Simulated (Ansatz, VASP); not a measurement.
# Two plane-wave programs on TiH

Contents of INCAR:

```
  PREC = Accurate
  ENCUT = 520
  EDIFF = 1E-6
  ISMEAR = 0
  SIGMA = 0.15
  LREAL = F
  LASPH = T
  NELM = 80
  ALGO = Normal
  ISIF = 2
  LWAVE = F
  LCHARG = T
  LELF = T
  LVHAR = T
  NBANDS = 14
```

The input KPOINTS:

```
regular mesh
0
Gamma
  18 18 18
```

Contents of POSCAR:

```
TiH
1.0
    0.0000000000      2.0516219871      2.0516219871
    1.9080084480      0.0000000000      2.0516219871
    1.9080084480      2.0516219871      0.0000000000
Ti H
1 1
Direct
   -0.0005727448      0.0005727448      0.0005727448
    0.5271979928      0.4728020072      0.4728020072
```

Input for Ansatz:

```yaml
crystal:
  lattice:
    - [0.0, 2.0516219871, 2.0516219871]
    - [1.908008448, 0.0, 2.0516219871]
    - [1.908008448, 2.0516219871, 0.0]
  atoms:
    - { symbol: Ti, position: [-0.0005727448, 0.0005727448, 0.0005727448] }
    - { symbol: H, position: [0.5271979928, 0.4728020072, 0.4728020072] }
basis:
  ecutwfc: 520.0
kpoints:
  mp_grid: { grid: [18, 18, 18] }
hamiltonian:
  xc: lda
scf:
  occupations: { method: gaussian, width: 0.15 }
output:
  forces: true
  stress: true
  eigenvalues: true
```

Change from the starting cell: mode 4 frozen in at -0.112 Å, normal strain along x -0.0700.

Alike in both runs: task single point; functional LDA; k mesh 18 × 18 × 18; occupations gaussian, width 0.15 eV; no spin polarisation.

```csv
,VASP,Ansatz
version,VASP 6.6.1,Ansatz 0.2.0
potentials or method,"VASP PAW LDA potentials, release 64 (Ti_sv, H), cutoff 520 eV","scalar-relativistic, plane waves, PAW"
valence electrons in the cell,13,13
```

|  | VASP | Ansatz | Ansatz less VASP |
| --- | --- | --- | --- |
| gap on the k mesh at the Fermi level (eV) | none | none | - |
| pressure (GPa) | 13.9 | 13.8 | -0.08 |
| traceless stress, the component that is largest in VASP (GPa) | 1.95 | 1.91 | -0.034 |
| rms of the force components (eV/Å) | 0.525 | 0.524 | -0.0012 |

LDA's correlation is that of Perdew and Zunger in VASP and of Perdew and Wang (1992) in Ansatz. Atom by atom the forces differ by 0.001 eV/Å (rms over components). A gap of «none» marks a metal or a gap that the smearing closes.
